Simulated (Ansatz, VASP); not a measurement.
SnO in VASP and in Ansatz

```
Sn O
1.0
     0.00000    2.53697    2.53697
     2.53697    0.00000    2.53697
     2.53697    2.53697    0.00000
Sn O
1 1
Direct
  0.00000 0.00000 0.00000
  0.50000 0.50000 0.50000
```

Alike in both runs: task single point; functional r2SCAN; k mesh 8 × 8 × 8; occupations fermi-dirac, width 0.02 eV; no spin polarisation.

|  | VASP | Ansatz |
| --- | --- | --- |
| version | VASP 6.6.1 | Ansatz 0.2.0 |
| potentials or method | VASP PAW PBE potentials, release 64 (Sn_d, O) | plane waves, PAW |
| plane-wave cutoff (eV) | 520 | 500 |
| valence electrons in the cell | 20 | 20 |

```csv
,VASP,Ansatz,Ansatz less VASP
gap on the k mesh at the Fermi level (eV),1.00,1.00,0.000
pressure (GPa),0.2,0.0,-0.17
```

VASP's potentials were made for PBE, not for r2SCAN.
